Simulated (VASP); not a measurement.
Crystal: SiO2 (lda).

```xyz
6
Lattice="4.1865 0.0000 0.0000 0.0000 4.1865 0.0000 0.0000 0.0000 2.6684" Properties=species:S:1:pos:R:3 pbc="T T T"
Si    0.0000    0.0000    0.0000
Si    2.0932    2.0932    1.3342
O     1.2807    1.2807    0.0000
O     0.8126    3.3739    1.3342
O     2.9058    2.9058    0.0000
O     3.3739    0.8126    1.3342
```

- Program: VASP 6.6.1
- Task: relaxation of cell and atoms
- Functional: LDA
- Potentials or basis: VASP PAW LDA potentials, release 64 (Si, O)
- Cutoff: 600 eV
- k mesh: 6 × 6 × 8
- Occupations: gaussian, width 0.02 eV
- Spin: no spin polarisation

At the start: pressure -4.8 GPa; volume 7.79 Å³/atom.

**Question.** Where does the relaxation end?

**Answer.** Over 7 steps the energy falls by 2.1 meV/atom and the volume is 7.67 Å³/atom (-1.6 %); space group P4_2/mnm (No. 136, to 0.05 Å).

The path:
| step | energy change (eV) | largest force (eV/Å) | pressure (GPa) | volume (Å³) |
| --- | --- | --- | --- | --- |
| 1 | 0.0000 | 0.0469 | -4.78 | 46.77 |
| 2 | 0.0072 | 0.2884 | 6.70 | 45.21 |
| 3 | -0.0109 | 0.0964 | 0.04 | 46.08 |
| 4 | -0.0125 | 0.0051 | 0.04 | 46.00 |
| 5 | -0.0125 | 0.0145 | 0.04 | 46.00 |
| 6 | -0.0125 | 0.0056 | -0.01 | 46.01 |
| 7 | -0.0125 | 0.0003 | 0.00 | 46.00 |

Final structure:
```xyz
6
Lattice="4.1540 0.0000 0.0000 0.0000 4.1540 0.0000 0.0000 0.0000 2.6660" Properties=species:S:1:pos:R:3 pbc="T T T"
Si    0.0000    0.0000    0.0000
Si    2.0770    2.0770    1.3330
O     1.2686    1.2686    0.0000
O     0.8084    3.3456    1.3330
O     2.8854    2.8854    0.0000
O     3.3456    0.8084    1.3330
```
